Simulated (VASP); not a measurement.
# CuAu (P4/mmm) in VASP: single point with PBEsol

Aim: the single point of CuAu with PBEsol.

Everything below comes from runs of VASP 6.6.1. Logs are shortened: lines on timing, memory, paths and dates and some standing lists are left out, and cuts for length are marked.

## Step 1: The cell of the first run

It takes space group P4/mmm (No. 123, tetragonal). Conventional cell: a = 2.820 Å, b = 2.820 Å, c = 3.574 Å, α = 90.00°, β = 90.00°, γ = 90.00°. Within 3.6 Å of Cu (site symmetry 4/mmm) lie 8 Au at 2.68 Å and 6 Cu at 2.82 to 3.57 Å. Within 3.6 Å of Au (site symmetry 4/mmm) lie 8 Cu at 2.68 Å and 6 Au at 2.82 to 3.57 Å.

## Step 2: Single point, PBEsol

INCAR reads:

```
PREC = Accurate
ENCUT = 520
EDIFF = 1E-6
ISMEAR = 0
SIGMA = 0.1
LREAL = False
LASPH = True
NELM = 80
ALGO = Fast
ISIF = 2
LWAVE = False
LCHARG = False
GGA = PS
NBANDS = 18
```

KPOINTS reads:

```
Automatic mesh
0
Gamma
  16 16 12
```

POSCAR reads:

```
CuAu
1.0
    2.8199218770      0.0000000000      0.0000000000
    0.0000000000      2.8199218770      0.0000000000
    0.0000000000      0.0000000000      3.5739953599
Cu Au
1 1
Direct
    0.5000000000      0.5000000000      0.5000000000
    0.0000000000      0.0000000000      0.0000000000
```

Potentials or basis: VASP PAW PBE potentials, release 64 (Cu, Au).

Run with:

```bash
> cat potpaw_PBE.64/Cu/POTCAR potpaw_PBE.64/Au/POTCAR > POTCAR
> mpirun -np 1 vasp_std > vasp.out
```

OUTCAR:

```text
PREC = Accurate
   ENCUT = 520
   EDIFF = 1E-6
   ISMEAR = 0
   LREAL = False
   LASPH = True
   NELM = 80
   ISIF = 2
   GGA = PS

 ion  position               nearest neighbor table
   1  0.500  0.500  0.500-   2 2.68   2 2.68   2 2.68   2 2.68   2 2.68   2 2.68   2 2.68   2 2.68

   2  0.000  0.000  0.000-   1 2.68   1 2.68   1 2.68   1 2.68   1 2.68   1 2.68   1 2.68   1 2.68

  LATTYP: Found a simple tetragonal cell.
 ALAT       =     2.8199218770
 C/A-ratio  =     1.2674093524

  Lattice vectors:

 A1 = (   2.8199218770,   0.0000000000,   0.0000000000)
 A2 = (   0.0000000000,   2.8199218770,   0.0000000000)
 A3 = (   0.0000000000,   0.0000000000,   3.5739953599)

Analysis of symmetry for initial positions (statically):
=====================================================================
 Subroutine PRICEL returns:
 Original cell was already a primitive cell.

 Routine SETGRP: Setting up the symmetry group for a
 simple tetragonal supercell.

 Subroutine GETGRP returns: Found 16 space group operations
 (whereof 16 operations were pure point group operations)
 out of a pool of 16 trial point group operations.

The static configuration has the point symmetry D_4h.

Analysis of symmetry for dynamics (positions and initial velocities):
=====================================================================
 Subroutine PRICEL returns:
 Original cell was already a primitive cell.

 Routine SETGRP: Setting up the symmetry group for a
 simple tetragonal supercell.

 Subroutine GETGRP returns: Found 16 space group operations
 (whereof 16 operations were pure point group operations)
 out of a pool of 16 trial point group operations.

The dynamic configuration has the point symmetry D_4h.

 Subroutine INISYM returns: Found 16 space group operations
 (whereof 16 operations are pure point group operations),
 and found     1 'primitive' translations

----------------------------------------------------------------------------------------

                                     Primitive cell

  volume of cell :      28.4203

  direct lattice vectors                    reciprocal lattice vectors
     2.819921877  0.000000000  0.000000000     0.354619753  0.000000000  0.000000000
     0.000000000  2.819921877  0.000000000     0.000000000  0.354619753  0.000000000
     0.000000000  0.000000000  3.573995360     0.000000000  0.000000000  0.279798908

  length of vectors
     2.819921877  2.819921877  3.573995360     0.354619753  0.354619753  0.279798908

  position of ions in fractional coordinates (direct lattice)
     0.500000000  0.500000000  0.500000000
     0.000000000  0.000000000  0.000000000

  ion indices of the primitive-cell ions
   primitive index   ion index
                 1           1
                 2           2

----------------------------------------------------------------------------------------

 KPOINTS: Automatic mesh

Automatic generation of k-mesh.
 Grid dimensions read from file:
 generate k-points for:   16   16   12

 Generating k-lattice:

  Cartesian coordinates                     Fractional coordinates (reciprocal lattice)
     0.022163735  0.000000000  0.000000000     0.062500000  0.000000000  0.000000000
     0.000000000  0.022163735  0.000000000     0.000000000  0.062500000  0.000000000
     0.000000000  0.000000000  0.023316576     0.000000000  0.000000000  0.083333333

  Length of vectors
     0.022163735  0.022163735  0.023316576

  Shift w.r.t. Gamma in fractional coordinates (k-lattice)
     0.000000000  0.000000000  0.000000000

 Subroutine IBZKPT returns following result:
 ===========================================

 Found    315 irreducible k-points:

 Following reciprocal coordinates:
            Coordinates               Weight
  0.000000  0.000000  0.000000      1.000000
  0.062500  0.000000  0.000000      4.000000
  0.125000  0.000000  0.000000      4.000000
  0.187500  0.000000  0.000000      4.000000
  0.250000  0.000000  0.000000      4.000000
  0.312500  0.000000  0.000000      4.000000
[... 16 lines left out ...]
  0.437500  0.125000  0.000000      8.000000
  0.500000  0.125000  0.000000      4.000000
 [... further k-points ...]
   k-points           NKPTS =    315   k-points in BZ     NKDIM =    315   number of bands    NBANDS=     18
   number of dos      NEDOS =    301   number of ions     NIONS =      2
   total plane-waves  NPLWV =  16128
   dimension x,y,z NGX =    24 NGY =   24 NGZ =   28
   dimension x,y,z NGXF=    48 NGYF=   48 NGZF=   56
   ions per type =               1   1
   NGX,Y,Z   is equivalent  to a cutoff of  14.15, 14.15, 13.02 a.u.
   NGXF,Y,Z  is equivalent  to a cutoff of  28.30, 28.30, 26.05 a.u.
 SYSTEM =  unknown system
   PREC   = accura    normal or accurate (medium, high low for compatibility)
   ISTART =      0    job   : 0-new  1-cont  2-samecut
   ICHARG =      2    charge: 1-file 2-atom 10-const
   ISPIN  =      1    spin polarized calculation?
   LNONCOLLINEAR =      F non collinear calculations
   LSORBIT =      F    spin-orbit coupling
   LASPH  =      T    aspherical Exc in radial PAW
   ENCUT  =  520.0 eV  38.22 Ry    6.18 a.u.   5.24  5.24  6.65*2*pi/ulx,y,z
   NELM   =     80;   NELMIN=  2; NELMDL= -5     # of ELM steps
   EDIFF  = 0.1E-05   stopping-criterion for ELM
   LREAL  =      F    real-space projection
[... 7 lines left out ...]
   TEBEG  =    0.0;   TEEND  =   0.0 temperature during run
   PSTRESS=    0.0 pullay stress
   NELECT =      22.0000    total number of electrons
   NUPDOWN=      -1.0000    fix difference up-down
   EMIN   =  10.00;   EMAX   =-10.00  energy-range for DOS
   EFERMI =   0.00;   METHOD = LEGACY
   ISMEAR =     0;   SIGMA  =   0.10  broadening in eV -4-tet -1-fermi 0-gaus
   EFERMI_NEDOS =   21; number of points for ismear=-14 and -15
   IALGO  =     68    algorithm
   IMIX   =      4    mixing-type and parameters
     AMIX     =   0.40;   BMIX     =  1.00
     AMIX_MAG =   1.60;   BMIX_MAG =  1.00
  volume/ion in A,a.u.               =      14.21        95.89
  Fermi-wavevector in a.u.,A,eV,Ry     =   1.503164  2.840568 30.742388  2.259502
  Thomas-Fermi vector in A             =   2.614310
   LORBIT       =      0    0 simple, 1 ext, 2 COOP (PROOUT), +10 PAW based schemes
   GGA     = PS    functional components
   LHFCALC =     F    Hartree Fock is set to
   AEXX    =    0.0000 exact exchange contribution
   IVDW    =     0    specifies the selected vdW correction
   LEPSILON=     F    determine dielectric tensor
   LRPA    =     F    only Hartree local field effects (RPA)
 non-spin polarized calculation
 RMM-DIIS sequential band-by-band and
 Gauss-broadening in eV      SIGMA  =   0.10
  energy-cutoff  :      520.00
  volume of cell :       28.42
 maximum number of plane-waves:       797
 NGX is ok and might be reduce to    24
   NGX = 11   NGY = 11   NGZ = 13

 number of electron      21.9999989 magnetization

 Free energy of the ion-electron system (eV)
  ---------------------------------------------------
  ext. energy  EPLUGINS =         0.00000000
  ---------------------------------------------------
  free energy    TOTEN  =        -8.35936702 eV

  energy without entropy =       -8.35639292  energy(sigma->0) =       -8.35787997

 E-fermi :   8.9151     XC(G=0): -12.9777

 val. band max:        8.9130863591   @ k =   0.5000   0.3125   0.0833
 cond. band min:       8.9331051325   @ k =   0.5000   0.3750   0.0000
 fundamental gap:      0.0200187733
 Fermi energy:         8.9150834836

 k-point     1 :       0.0000    0.0000    0.0000
  band No.  band energies     occupation
      1      -1.1392      2.00000
      2       2.1810      2.00000
      3       2.3135      2.00000
      4       4.7116      2.00000
      5       4.7116      2.00000
      6       5.7381      2.00000
[... 10 lines left out ...]
     17      25.5466      0.00000
     18      26.4705      0.00000

 k-point     2 :       0.0625    0.0000    0.0000
  band No.  band energies     occupation
      1      -1.0482      2.00000
      2       2.2282      2.00000
      3       2.3630      2.00000
      4       4.6624      2.00000
      5       4.7340      2.00000
      6       5.7019      2.00000
[... 10 lines left out ...]
     17      26.2666      0.00000
     18      26.5210      0.00000

 k-point     3 :       0.1250    0.0000    0.0000
  band No.  band energies     occupation
      1      -0.7814      2.00000
      2       2.3391      2.00000
      3       2.5347      2.00000
      4       4.5189      2.00000
      5       4.7997      2.00000
      6       5.5962      2.00000
[... 10 lines left out ...]
     17      26.5836      0.00000
     18      28.0099      0.00000

 k-point     4 :       0.1875    0.0000    0.0000
  band No.  band energies     occupation
      1      -0.3580      2.00000
      2       2.4838      2.00000
      3       2.8348      2.00000
      4       4.2977      2.00000
      5       4.9050      2.00000
      6       5.4327      2.00000
[... 10 lines left out ...]
     17      26.3412      0.00000
     18      28.0666      0.00000

 k-point     5 :       0.2500    0.0000    0.0000
  band No.  band energies     occupation
      1       0.1878      2.00000
      2       2.6611      2.00000
      3       3.2198      2.00000
      4       4.0329      2.00000
      5       5.0430      2.00000
      6       5.2346      2.00000
[... 10 lines left out ...]
     17      25.4975      0.00000
     18      27.3897      0.00000

 k-point     6 :       0.3125    0.0000    0.0000
  band No.  band energies     occupation
      1       0.8012      2.00000
      2       2.8654      2.00000
      3       3.6239      2.00000
      4       3.7699      2.00000
      5       5.0342      2.00000
      6       5.2024      2.00000
[... 307 lines left out ...]
 k-point    21 :       0.3125    0.1250    0.0000
  band No.  band energies     occupation
      1       1.1265      2.00000
      2       3.0959      2.00000
      3       3.5676      2.00000
      4       3.7129      2.00000
      5       4.7252      2.00000
      6       4.9012      2.00000
[... 10 lines left out ...]
     17      24.2970      0.00000
     18      26.2559      0.00000

 k-point    22 :       0.3750    0.1250    0.0000
  band No.  band energies     occupation
      1       1.7178      2.00000
      2       3.2771      2.00000
      3       3.4909      2.00000
      4       3.6275      2.00000
      5       4.7170      2.00000
      6       5.0034      2.00000
[... 10 lines left out ...]
     17      22.9648      0.00000
     18      24.9583      0.00000

 k-point    23 :       0.4375    0.1250    0.0000
  band No.  band energies     occupation
      1       2.2013      2.00000
      2       3.3461      2.00000
      3       3.4173      2.00000
      4       3.5059      2.00000
      5       4.7069      2.00000
      6       5.1694      2.00000
[... 10 lines left out ...]
     17      22.3130      0.00000
     18      24.0360      0.00000

 k-point    24 :       0.5000    0.1250    0.0000
  band No.  band energies     occupation
      1       2.4122      2.00000
      2       3.2959      2.00000
      3       3.4038      2.00000
      4       3.4809      2.00000
      5       4.7025      2.00000
      6       5.2306      2.00000
[... 10 lines left out ...]
     17      22.2022      0.00000
     18      23.6570      0.00000

 [... further k-points ...]
[... 5 lines left out ...]
  --------------------------------------------------------------------------------------
  -------------------------------------------------------------------------------------
  Total        0.0106472      0.0106472      0.0412329      0.0000000     -0.0000000      0.0000000
  in kB        0.6002291      0.6002291      2.3244818      0.0000000     -0.0000000      0.0000000
  external PRESSURE =       1.1749800 kB  Pullay stress =       0.0000000 kB

 VOLUME and BASIS-vectors are now :
 -----------------------------------------------------------------------------
  energy-cutoff  :      520.00
  volume of cell :       28.42
      direct lattice vectors                 reciprocal lattice vectors
     2.819921877  0.000000000  0.000000000     0.354619753  0.000000000  0.000000000
     0.000000000  2.819921877  0.000000000     0.000000000  0.354619753  0.000000000
     0.000000000  0.000000000  3.573995360     0.000000000  0.000000000  0.279798908

 POSITION                                       TOTAL-FORCE (eV/Angst)
 -----------------------------------------------------------------------------------
      1.40996      1.40996      1.78700         0.000000      0.000000      0.000000
      0.00000      0.00000      0.00000         0.000000      0.000000      0.000000
 -----------------------------------------------------------------------------------
    total drift:                                0.000000      0.000000     -0.000000

  FREE ENERGIE OF THE ION-ELECTRON SYSTEM (eV)
  ---------------------------------------------------
  free  energy   TOTEN  =        -8.3593670212 eV

  energy  without entropy=       -8.3563929196  energy(sigma->0) =       -8.35787997
```

Run time: 69 s. Hardware: 1 thread of Intel Xeon 6975P-C (Granite Rapids), shared host; peak memory 0.28 GiB.

Results:

| Property | Result |
| --- | --- |
| Free energy | -8.3594 eV |
| Pressure | 0.1 GPa |
| Band gap on the k mesh | zero (bands 11 and 12 overlap by 7.35 eV) |

Levels at points of the mesh, in eV from the Fermi level:
| k point | band 8 | band 9 | band 10 | band 11 | band 12 | band 13 | band 14 | band 15 |
| --- | --- | --- | --- | --- | --- | --- | --- | --- |
| (0.00, 0.00, 0.00) | -2.15 | -1.73 | -1.50 | -1.50 | 2.51 | 8.85 | 9.63 | 9.63 |
| (0.50, 0.00, 0.00) | -3.09 | -2.53 | -2.31 | -1.00 | -0.30 | 9.89 | 9.96 | 11.81 |
| (0.50, 0.50, 0.00) | -1.74 | -1.37 | -1.37 | 0.35 | 0.35 | 4.94 | 6.82 | 10.38 |
| (0.00, 0.00, 0.50) | -2.85 | -2.46 | -2.46 | -2.36 | -2.10 | 14.17 | 14.50 | 14.50 |
| (0.50, 0.00, 0.50) | -1.82 | -1.60 | -1.54 | -1.19 | -1.18 | 2.71 | 4.61 | 15.68 |
| (0.50, 0.50, 0.50) | -2.20 | -1.75 | -1.74 | 5.25 | 5.51 | 5.51 | 6.04 | 6.76 |

Caveat: the PAW data sets were made with another functional, which shifts forces and pressure a little; spin-orbit coupling is left out, which moves the levels of the heavy elements.

The gap in the log of VASP goes by the Fermi energy; the results here count the filled bands.